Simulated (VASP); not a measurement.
Runs of VASP 6.6.1 on LiBe4. The structure is that of space group Pm-3m (No. 221), or close to it. The cells are those of the table. 

```tsv
task	cell	gap on the mesh (eV)	pressure (GPa)
relaxation of cell and atoms	relaxed from a = 3.383 Å, 5 atoms	none	-0.2
single point	a = 3.825 Å, 5 atoms	none	0.2
single point	a = 3.831 Å, angles 89.4°, 5 atoms	none	(a)
single point	a = 3.783 Å, 5 atoms	none	-0.2
```

Alike in all rows: level PBE; potentials or basis VASP PAW PBE potentials, release 64 (Li_sv, Be); no spin polarisation; k mesh 5 × 5 × 5; cutoff (eV) 750; smearing gaussian 0.2 eV.

Task: Estimate the missing entries.

Result: (a) -0.1.

Caveats: some runs use coarse meshes.

A gap of «none» marks levels without a gap at the run's occupations.
